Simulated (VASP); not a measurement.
A run of VASP 6.6.1 is set up as follows.

INCAR

```
PREC     = Accurate       # precision mode
ENCUT    = 520            # plane-wave cutoff, eV
EDIFF    = 1E-6           # SCF threshold, eV
ISMEAR   = -1             # smearing method
SIGMA    = 0.1            # smearing width, eV
LREAL    = F              # projectors in reciprocal space
LASPH    = T              # aspherical terms in the spheres
NELM     = 100            # most SCF steps
ALGO     = Normal         # electronic algorithm
ISIF     = 2              # what is computed and relaxed
LWAVE    = F              # write WAVECAR
LCHARG   = T              # write CHGCAR
GGA      = RP             # functional
LELF     = T              # ELF
LVHAR    = T            
NBANDS   = 8              # bands
```

File KPOINTS:

```
Automatic mesh
0
Gamma
  19 19 19
```

Contents of POSCAR:

```
C
1.0
    0.0000000000      1.5728569005      1.5728569005
    1.5728569005      0.0000000000      1.5728569005
    1.5728569005      1.5728569005      0.0000000000
C
1
Direct
    0.0000000000      0.0000000000      0.0000000000
```

Potentials or basis: VASP PAW PBE potentials, release 64 (C).

The run is started by

```bash
$ cat potpaw_PBE.64/C/POTCAR > POTCAR
$ mpirun -np 1 vasp_std > vasp.out
```

What does it give for the pressure?

-5.4 GPa.

Estimate the band gap on the k mesh.

zero (band 2 reaches 14.43 eV, above the bottom of band 3 at 3.94 eV).

Caveat: the PAW data sets were made with another functional, which shifts forces and pressure a little.
